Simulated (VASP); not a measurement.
Set up this calculation in VASP 6.6.1, as the native input.

```
Task                   : single point
Functional             : PBE
Potentials or basis    : VASP PAW PBE potentials, release 64 (As, S)
Cutoff                 : 520 eV
k mesh                 : 4 × 4 × 4
Occupations            : gaussian, width 0.1 eV
Spin                   : no spin polarisation
Dipole correction      : no
Further INCAR settings : ALGO = Normal; EDIFF = 1e-07; NBANDS = 24
```

The structure of As5S lies in POSCAR:

```
As5S
1.0
    0.0000000000      4.2109804100      4.2109804100
    4.2109804100      0.0000000000      4.2109804100
    4.2109804100      4.2109804100      0.0000000000
As S
5 1
Direct
    0.2500000000      0.2500000000      0.2500000000
    0.1261565700      0.6246144800      0.6246144800
    0.6246144800      0.6246144800      0.6246144800
    0.6246144800      0.6246144800      0.1261565700
    0.6246144800      0.1261565700      0.6246144800
    0.0000000000      0.0000000000      0.0000000000
```

These files were run (other wordings do the same):

INCAR

```
SYSTEM = As5S
PREC     = Accurate       ! precision mode
ENCUT    = 520            ! plane-wave cutoff, eV
EDIFF    = 1E-7           ! SCF threshold, eV
ISMEAR   = 0              ! smearing method
SIGMA    = 0.1            ! smearing width, eV
LREAL    = .False.        ! projectors in reciprocal space
LASPH    = .True.         ! aspherical terms in the spheres
NELM     = 80             ! most SCF steps
ALGO     = Normal         ! electronic algorithm
ISIF     = 2              ! what is computed and relaxed
LWAVE    = .False.        ! write WAVECAR
LCHARG   = .True.         ! write CHGCAR
GGA      = PE             ! functional
LELF     = .True.         ! ELF
LVHAR    = .True.       
NBANDS   = 24             ! bands
```

KPOINTS

```
Automatic mesh
0
Gamma
  4 4 4
  0 0 0
```

Potentials or basis: VASP PAW PBE potentials, release 64 (As, S).

Command:

```sh
$ cat potpaw_PBE.64/As/POTCAR potpaw_PBE.64/S/POTCAR > POTCAR
$ mpirun -np 1 vasp_std > vasp.out
```

Results of the run:

```json
{
 "Pressure": "-10.3 GPa",
 "Largest force": "0.057 eV/Å"
}
```

Wall time 28 s on 1 thread of Intel(R) Xeon(R) Platinum 8559C (Emerald Rapids), on a shared host, peak memory 0.3 GiB.
